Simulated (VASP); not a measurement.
Wanted: the native input for a VASP 6.6.1 run.

| Item | Value |
| --- | --- |
| Task | single point |
| Functional | PBE |
| Potentials or basis | VASP PAW PBE potentials, release 64 (Mg, Cd, Te) |
| Cutoff | 520 eV |
| k mesh | 8 × 8 × 8 |
| Occupations | gaussian, width 0.02 eV |
| Spin | no spin polarisation |
| Dipole correction | no |
| Further INCAR settings | ALGO = Normal; EDIFF = 1e-06; NBANDS = 31 |

The structure of MgCd2Te3 lies in POSCAR:

```
MgCd2Te3
1.0
   -2.3303983493      2.3303983493      9.8408539500
    2.3303983493     -2.3303983493      9.8408539500
    2.3303983493      2.3303983493     -9.8408539500
Mg Cd Te
1 2 3
Direct
    0.0000000000      0.0000000000      0.0000000000
    0.3343730148      0.3343730148      0.0000000000
    0.6656269852      0.6656269852      0.0000000000
    0.9191785198      0.4191785198      0.5000000000
    0.5808214802      0.0808214802      0.5000000000
    0.2500000000      0.7500000000      0.5000000000
```

The input as run:

INCAR

```
  PREC = Accurate
  ENCUT = 520
  EDIFF = 1E-6
  ISMEAR = 0
  SIGMA = 0.02
  LREAL = False
  LASPH = True
  NELM = 100
  ALGO = Normal
  ISIF = 2
  LWAVE = False
  LCHARG = False
  GGA = PE
  NBANDS = 31
```

KPOINTS

```
regular mesh
0
Gamma
  8 8 8
```

Potentials or basis: VASP PAW PBE potentials, release 64 (Mg, Cd, Te).

The run is started by

```sh
$ cat potpaw_PBE.64/Mg/POTCAR potpaw_PBE.64/Cd/POTCAR potpaw_PBE.64/Te/POTCAR > POTCAR
$ mpirun -np 1 vasp_std > vasp.out
```

Results of the run:

| Item | Value |
| --- | --- |
| Pressure | 0.1 GPa |
| Largest force | 0.019 eV/Å |
| Band gap on the k mesh | 1.10 eV |

Caveat: spin-orbit coupling is left out, which moves the levels of the heavy elements.

It took 22 min on 1 thread of AMD EPYC 7R13 Processor (Zen 3), on a shared host, peak memory 1.1 GiB.
